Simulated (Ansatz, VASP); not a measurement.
# Pd, level by level in two programs

```
Pd
1.0
     0.00000    1.93344    1.93344
     1.93344    0.00000    1.93344
     1.93344    1.93344    0.00000
Pd
1
Direct
  0.00000 0.00000 0.00000
```

Single points on this cell with VASP 6.6.1 and Ansatz 0.2.0. Each row is one pair of runs. Alike in all rows: spin: off; smearing: fermi-dirac, width 0.05 eV; VASP's potentials, cutoff: VASP PAW PBE potentials, release 64 (Pd), 520 eV; Ansatz's potentials, cutoff: Ansatz PAW, 420 eV.

| level | k mesh | gap on the k mesh at the Fermi level (eV), VASP | gap on the k mesh at the Fermi level (eV), Ansatz | pressure (GPa), VASP | pressure (GPa), Ansatz |
| --- | --- | --- | --- | --- | --- |
| HSE06 | 8 × 8 × 8 | none | none | 7.1 | 6.6 |
| PBEsol-based screened hybrid | 6 × 6 × 6 | none | none | -1.3 | -1.8 |
| HF | 6 × 6 × 6 | none | none | 17.0 | 23.6 |

Pressure (GPa): the two programs differ by at most 6.56.

VASP's potentials hold 10 valence electrons a cell and Ansatz's 18, so a difference there can come from the potentials and not from the codes.

A gap of «none» marks a metal or a gap that the smearing closes.

The k mesh is coarse in some rows, so the values compare programs but aren't converged. Noted on Ansatz's runs: Pulay correction over one GPa.
